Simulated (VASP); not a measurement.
# Be in VASP: further runs

Runs on Be. Level: PBE. Tasks: single point.

All numbers are computed with VASP 6.6.1; they aren't measurements. Logs are shortened: lines on timing, memory, paths and dates and some standing lists are left out, and cuts for length are marked.

## 1. The cell of the first run

It takes space group I4/mmm (No. 139, tetragonal). Conventional cell: a = 2.234 Å, b = 2.234 Å, c = 3.152 Å, α = 90.00°, β = 90.00°, γ = 90.00°. Within 3.0 Å of Be (site symmetry 4/mmm) lie 12 Be at 2.23 Å.

## 2. Single point, PBE

File INCAR:

```
SYSTEM = Be
  ALGO = Normal
  EDIFF = 1E-7
  ENCUT = 520
  GGA = PE
  ISIF = 2
  ISMEAR = 0
  LASPH = .TRUE.
  LCHARG = .FALSE.
  LREAL = .FALSE.
  LWAVE = .FALSE.
  NBANDS = 7
  NELM = 100
  PREC = Accurate
  SIGMA = 0.1
```

File KPOINTS:

```
k-points
0
G
  10 10 10
  0 0 0
```

File POSCAR:

```
Be
1.0
   -1.1170269184      1.1170269184      1.5761089820
    1.1170269184     -1.1170269184      1.5761089820
    1.1170269184      1.1170269184     -1.5761089820
Be
1
Direct
    0.0000000000      0.0000000000      0.0000000000
```

Potentials or basis: VASP PAW PBE potentials, release 64 (Be).

Run with:

```sh
> cat potpaw_PBE.64/Be/POTCAR > POTCAR
> mpirun -np 1 vasp_std > vasp.out
```

OUTCAR:

```text
SYSTEM = Be
   EDIFF = 1E-7
   ENCUT = 520
   GGA = PE
   ISIF = 2
   ISMEAR = 0
   LASPH = .TRUE.
   LREAL = .FALSE.
   NELM = 100
   PREC = Accurate

 ion  position               nearest neighbor table
   1  0.000  0.000  0.000-

  LATTYP: Found a body centered tetragonal cell.
 ALAT       =     2.2340538368
 C/A-ratio  =     1.4109856764

  Lattice vectors:

 A1 = (  -1.1170269184,   1.1170269184,   1.5761089820)
 A2 = (   1.1170269184,  -1.1170269184,   1.5761089820)
 A3 = (   1.1170269184,   1.1170269184,  -1.5761089820)

Analysis of symmetry for initial positions (statically):
=====================================================================
 Subroutine PRICEL returns:
 Original cell was already a primitive cell.

 Routine SETGRP: Setting up the symmetry group for a
 body centered tetragonal supercell.

 Subroutine GETGRP returns: Found 16 space group operations
 (whereof 16 operations were pure point group operations)
 out of a pool of 16 trial point group operations.

The static configuration has the point symmetry D_4h.

Analysis of symmetry for dynamics (positions and initial velocities):
=====================================================================
 Subroutine PRICEL returns:
 Original cell was already a primitive cell.

 Routine SETGRP: Setting up the symmetry group for a
 body centered tetragonal supercell.

 Subroutine GETGRP returns: Found 16 space group operations
 (whereof 16 operations were pure point group operations)
 out of a pool of 16 trial point group operations.

The dynamic configuration has the point symmetry D_4h.

 Subroutine INISYM returns: Found 16 space group operations
 (whereof 16 operations are pure point group operations),
 and found     1 'primitive' translations

----------------------------------------------------------------------------------------

                                     Primitive cell

  volume of cell :       7.8664

  direct lattice vectors                    reciprocal lattice vectors
    -1.117026918  1.117026918  1.576108982     0.000000000  0.447616787  0.317236946
     1.117026918 -1.117026918  1.576108982     0.447616787  0.000000000  0.317236946
     1.117026918  1.117026918 -1.576108982     0.447616787  0.447616787  0.000000000

  length of vectors
     2.231505724  2.231505724  2.231505724     0.548634731  0.548634731  0.633025731

[... 78 lines left out ...]
   EDIFF  = 0.1E-06   stopping-criterion for ELM
   LREAL  =      F    real-space projection
   EDIFFG = 0.1E-05   stopping-criterion for IOM
   NSW    =      0    number of steps for IOM
   IBRION =     -1    ionic relax: 0-MD 1-quasi-New 2-CG
   NFREE  =      0    steps in history (QN), initial steepest desc. (CG)
   ISIF   =      2    stress and relaxation
   ISYM   =      2    0-nonsym 1-usesym 2-fastsym
   POTIM  = 0.5000    time-step for ionic-motion
   TEBEG  =    0.0;   TEEND  =   0.0 temperature during run
   PSTRESS=    0.0 pullay stress
   NELECT =       2.0000    total number of electrons
   NUPDOWN=      -1.0000    fix difference up-down
   EMIN   =  10.00;   EMAX   =-10.00  energy-range for DOS
   EFERMI =   0.00;   METHOD = LEGACY
   ISMEAR =     0;   SIGMA  =   0.10  broadening in eV -4-tet -1-fermi 0-gaus
   EFERMI_NEDOS =   21; number of points for ismear=-14 and -15
   IALGO  =     38    algorithm
   IMIX   =      4    mixing-type and parameters
     AMIX     =   0.40;   BMIX     =  1.00
     AMIX_MAG =   1.60;   BMIX_MAG =  1.00
  volume/ion in A,a.u.               =       7.87        53.08
  Fermi-wavevector in a.u.,A,eV,Ry     =   1.037115  1.959864 14.634534  1.075608
  Thomas-Fermi vector in A             =   2.171538
   LORBIT       =      0    0 simple, 1 ext, 2 COOP (PROOUT), +10 PAW based schemes
   GGA     = PE    functional components
   LHFCALC =     F    Hartree Fock is set to
   AEXX    =    0.0000 exact exchange contribution
   IVDW    =     0    specifies the selected vdW correction
   LEPSILON=     F    determine dielectric tensor
   LRPA    =     F    only Hartree local field effects (RPA)
 non-spin polarized calculation
 Gauss-broadening in eV      SIGMA  =   0.10
  energy-cutoff  :      520.00
  volume of cell :        7.87
 maximum number of plane-waves:       222
 NGX is ok and might be reduce to    18
   NGX =  9   NGY =  9   NGZ =  9

 number of electron       2.0000000 magnetization

 Free energy of the ion-electron system (eV)
  ---------------------------------------------------
  ext. energy  EPLUGINS =         0.00000000
  ---------------------------------------------------
  free energy    TOTEN  =        -3.67921901 eV

  energy without entropy =       -3.67918080  energy(sigma->0) =       -3.67919991

 E-fermi :   7.4199     XC(G=0): -10.6270

 val. band max:        7.2540466491   @ k =   0.5000   0.5000   0.3000
 cond. band min:       7.5784514602   @ k =   0.5000   0.0000  -0.0000
 fundamental gap:      0.3244048111
 Fermi energy:         7.4199434069

 k-point     1 :       0.0000    0.0000    0.0000
  band No.  band energies     occupation
      1      -4.3165      2.00000
      2      27.0165      0.00000
      3      27.0196      0.00000
      4      27.0196      0.00000
      5      36.6892      0.00000
      6      36.6892      0.00000
      7      36.7101      0.00000
[... 221 lines left out ...]
 k-point    24 :       0.4000    0.3000   -0.0000
  band No.  band energies     occupation
      1       5.6886      2.00000
      2       7.9516      0.00000
      3      15.2837      0.00000
      4      19.6017      0.00000
      5      28.6348      0.00000
      6      38.4598      0.00000
      7      44.6300      0.00000

 [... further k-points ...]

------------------------ aborting loop because EDIFF is reached ----------------------------------------

  FORCE on cell =-STRESS in cart. coord.  units (eV):
  Direction    XX          YY          ZZ          XY          YZ          ZX
  --------------------------------------------------------------------------------------
  -------------------------------------------------------------------------------------
  Total       -0.0061167     -0.0061167      0.0124334      0.0000000     -0.0000000      0.0000000
  in kB       -1.2458076     -1.2458076      2.5323648      0.0000000     -0.0000000      0.0000000
  external PRESSURE =       0.0135832 kB  Pullay stress =       0.0000000 kB

 VOLUME and BASIS-vectors are now :
 -----------------------------------------------------------------------------
  energy-cutoff  :      520.00
  volume of cell :        7.87
      direct lattice vectors                 reciprocal lattice vectors
    -1.117026918  1.117026918  1.576108982     0.000000000  0.447616787  0.317236946
     1.117026918 -1.117026918  1.576108982     0.447616787  0.000000000  0.317236946
     1.117026918  1.117026918 -1.576108982     0.447616787  0.447616787  0.000000000

 POSITION                                       TOTAL-FORCE (eV/Angst)
 -----------------------------------------------------------------------------------
      0.00000      0.00000      0.00000         0.000000      0.000000      0.000000
 -----------------------------------------------------------------------------------
    total drift:                                0.000000     -0.000000      0.000000

  FREE ENERGIE OF THE ION-ELECTRON SYSTEM (eV)
  ---------------------------------------------------
  free  energy   TOTEN  =        -3.6792190134 eV

  energy  without entropy=       -3.6791808047  energy(sigma->0) =       -3.67919991
```

Wall time 3.1 s (1 thread of Intel Xeon 6975P-C (Granite Rapids), shared host); peak memory 0.1 GiB.

The run converged, but its numbers aren't listed here, since they failed a check.

Caveat: the k points lie up to 0.40 Å⁻¹ apart; the mesh shows a gap though the element is a metal.

## 3. Single point, PBE

This run uses another cell than the first one, of 8.26 Å³/atom, 1.050 times its volume.

File INCAR:

```
PREC = Accurate
ENCUT = 520
EDIFF = 1E-6
ISMEAR = 0
SIGMA = 0.1
LREAL = False
LASPH = True
NELM = 60
ALGO = Normal
ISIF = 2
LWAVE = False
LCHARG = False
GGA = PE
NBANDS = 7
```

File KPOINTS:

```
Automatic mesh
0
Gamma
  12 12 12
```

File POSCAR:

```
Be
1.0
   -1.1071936767      1.1071936767      1.6844336601
    1.1071936767     -1.1071936767      1.6844336601
    1.1071936767      1.1071936767     -1.6844336601
Be
1
Direct
    0.0000000000      0.0000000000      0.0000000000
```

Potentials or basis: VASP PAW PBE potentials, release 64 (Be).

Run with:

```sh
> cat potpaw_PBE.64/Be/POTCAR > POTCAR
> mpirun -np 1 vasp_std > vasp.out
```

OUTCAR:

```text
PREC = Accurate
   ENCUT = 520
   EDIFF = 1E-6
   ISMEAR = 0
   LREAL = False
   LASPH = True
   NELM = 60
   ISIF = 2
   GGA = PE

 ion  position               nearest neighbor table
   1  0.000  0.000  0.000-

  LATTYP: Found a body centered tetragonal cell.
 ALAT       =     2.2143873534
 C/A-ratio  =     1.5213541186

  Lattice vectors:

 A1 = (  -1.1071936767,   1.1071936767,   1.6844336601)
 A2 = (   1.1071936767,  -1.1071936767,   1.6844336601)
 A3 = (   1.1071936767,   1.1071936767,  -1.6844336601)

Analysis of symmetry for initial positions (statically):
=====================================================================
 Subroutine PRICEL returns:
 Original cell was already a primitive cell.

 Routine SETGRP: Setting up the symmetry group for a
 body centered tetragonal supercell.

 Subroutine GETGRP returns: Found 16 space group operations
 (whereof 16 operations were pure point group operations)
 out of a pool of 16 trial point group operations.

The static configuration has the point symmetry D_4h.

Analysis of symmetry for dynamics (positions and initial velocities):
=====================================================================
 Subroutine PRICEL returns:
 Original cell was already a primitive cell.

 Routine SETGRP: Setting up the symmetry group for a
 body centered tetragonal supercell.

 Subroutine GETGRP returns: Found 16 space group operations
 (whereof 16 operations were pure point group operations)
 out of a pool of 16 trial point group operations.

The dynamic configuration has the point symmetry D_4h.

 Subroutine INISYM returns: Found 16 space group operations
 (whereof 16 operations are pure point group operations),
 and found     1 'primitive' translations

----------------------------------------------------------------------------------------
[... 104 lines left out ...]
   EMIN   =  10.00;   EMAX   =-10.00  energy-range for DOS
   EFERMI =   0.00;   METHOD = LEGACY
   ISMEAR =     0;   SIGMA  =   0.10  broadening in eV -4-tet -1-fermi 0-gaus
   EFERMI_NEDOS =   21; number of points for ismear=-14 and -15
   IALGO  =     38    algorithm
   IMIX   =      4    mixing-type and parameters
     AMIX     =   0.40;   BMIX     =  1.00
     AMIX_MAG =   1.60;   BMIX_MAG =  1.00
  volume/ion in A,a.u.               =       8.26        55.74
  Fermi-wavevector in a.u.,A,eV,Ry     =   1.020386  1.928250 14.166215  1.041187
  Thomas-Fermi vector in A             =   2.153953
   LORBIT       =      0    0 simple, 1 ext, 2 COOP (PROOUT), +10 PAW based schemes
   GGA     = PE    functional components
   LHFCALC =     F    Hartree Fock is set to
   AEXX    =    0.0000 exact exchange contribution
   IVDW    =     0    specifies the selected vdW correction
   LEPSILON=     F    determine dielectric tensor
   LRPA    =     F    only Hartree local field effects (RPA)
 non-spin polarized calculation
 Gauss-broadening in eV      SIGMA  =   0.10
  energy-cutoff  :      520.00
  volume of cell :        8.26
 maximum number of plane-waves:       231
 NGX is ok and might be reduce to    18
   NGX =  9   NGY =  9   NGZ =  9

 number of electron       2.0000000 magnetization

 Free energy of the ion-electron system (eV)
  ---------------------------------------------------
  ext. energy  EPLUGINS =         0.00000000
  ---------------------------------------------------
  free energy    TOTEN  =        -3.66483386 eV

  energy without entropy =       -3.66434592  energy(sigma->0) =       -3.66458989

 E-fermi :   7.1473     XC(G=0): -10.4673

 val. band max:        7.1121343436   @ k =  -0.4167  -0.4167   0.0833
 cond. band min:       7.2805721450   @ k =  -0.3333   0.4167   0.2500
 fundamental gap:      0.1684378014
 Fermi energy:         7.1472798287

 k-point     1 :       0.0000    0.0000    0.0000
  band No.  band energies     occupation
      1      -4.4424      2.00000
      2      25.8285      0.00000
      3      25.8707      0.00000
      4      25.8707      0.00000
      5      35.0554      0.00000
      6      35.7426      0.00000
      7      35.7426      0.00000
[... 221 lines left out ...]
 k-point    24 :      -0.4167    0.1667    0.0000
  band No.  band energies     occupation
      1       0.7222      2.00000
      2      11.1407      0.00000
      3      19.4793      0.00000
      4      22.3367      0.00000
      5      27.5913      0.00000
      6      34.2487      0.00000
      7      38.1278      0.00000

 [... further k-points ...]
[... 5 lines left out ...]
  --------------------------------------------------------------------------------------
  -------------------------------------------------------------------------------------
  Total        0.0150308      0.0150308     -0.8188232      0.0000000      0.0000000      0.0000000
  in kB        2.9156190      2.9156190   -158.8325925      0.0000000      0.0000000      0.0000000
  external PRESSURE =     -51.0004515 kB  Pullay stress =       0.0000000 kB

 VOLUME and BASIS-vectors are now :
 -----------------------------------------------------------------------------
  energy-cutoff  :      520.00
  volume of cell :        8.26
      direct lattice vectors                 reciprocal lattice vectors
    -1.107193677  1.107193677  1.684433660     0.000000000  0.451592174  0.296835674
     1.107193677 -1.107193677  1.684433660     0.451592174  0.000000000  0.296835674
     1.107193677  1.107193677 -1.684433660     0.451592174  0.451592174  0.000000000

 POSITION                                       TOTAL-FORCE (eV/Angst)
 -----------------------------------------------------------------------------------
      0.00000      0.00000      0.00000        -0.000000      0.000000     -0.000000
 -----------------------------------------------------------------------------------
    total drift:                                0.000000     -0.000000      0.000000

  FREE ENERGIE OF THE ION-ELECTRON SYSTEM (eV)
  ---------------------------------------------------
  free  energy   TOTEN  =        -3.6648338572 eV

  energy  without entropy=       -3.6643459202  energy(sigma->0) =       -3.66458989
```

Wall time 3.8 s (1 thread of Intel Xeon 6975P-C (Granite Rapids), shared host); peak memory 0.11 GiB.

Results:

```
Free energy            : -3.6648 eV
Pressure               : -5.1 GPa
Band gap on the k mesh : zero (band 1 reaches 8.27 eV, above the bottom of band 2 at 6.92 eV)
```

Stress tensor (GPa, compression positive):
```
  0.29   0.00   0.00
  0.00   0.29   0.00
  0.00   0.00 -15.88
```

Levels at points of the mesh, in eV from the Fermi level:
```
           k point  band 1  band 2  band 3  band 4
(0.00, 0.00, 0.00)  -11.59   18.68   18.72   18.72
(0.50, 0.00, 0.00)   -5.07   -0.08   14.68   16.95
(0.50, 0.50, 0.00)   -2.03    4.35    8.26    9.09
(0.50, 0.50, 0.50)   -3.52    2.34   10.42   10.42
```

## 4. Single point, PBE

File INCAR:

```
SYSTEM = Be
PREC     = Accurate       ! precision mode
ENCUT    = 520            ! plane-wave cutoff, eV
EDIFF    = 1E-7           ! SCF threshold, eV
ISMEAR   = 0              ! smearing method
SIGMA    = 0.02           ! smearing width, eV
LREAL    = .False.        ! projectors in reciprocal space
LASPH    = .True.         ! aspherical terms in the spheres
NELM     = 100            ! most SCF steps
ALGO     = Normal         ! electronic algorithm
ISIF     = 2              ! what is computed and relaxed
LWAVE    = .False.        ! write WAVECAR
LCHARG   = .False.        ! write CHGCAR
GGA      = PE             ! functional
NBANDS   = 7              ! bands
```

File KPOINTS:

```
Automatic mesh
0
Gamma
  20 20 20
  0 0 0
```

File POSCAR:

```
Be
1.0
    0.0000000000      1.5779192498      1.5779192498
    1.5779192498      0.0000000000      1.5779192498
    1.5779192498      1.5779192498      0.0000000000
Be
1
Direct
    0.0000000000      0.0000000000      0.0000000000
```

Run with:

```sh
> cat potpaw_PBE.64/Be/POTCAR > POTCAR
> mpirun -np 1 vasp_std > vasp.out
```

It took 6.7 s on 1 thread of Intel Xeon 6975P-C (Granite Rapids), shared host; peak memory 0.11 GiB.

The run converged. Its results:

```
Free energy            : -3.6859 eV
Pressure               : 0.1 GPa
Band gap on the k mesh : zero (band 1 reaches 8.54 eV, above the bottom of band 2 at 7.53 eV)
```

Levels at points of the mesh, in eV from the Fermi level:
```csv
k point,band 1,band 2,band 3,band 4,band 5
"(0.00, 0.00, 0.00)",-11.84,19.52,19.52,19.52,29.20
"(0.50, 0.00, 0.00)",-5.25,0.06,16.58,16.58,26.33
"(0.50, 0.50, 0.00)",-2.63,3.89,9.59,9.59,15.24
```
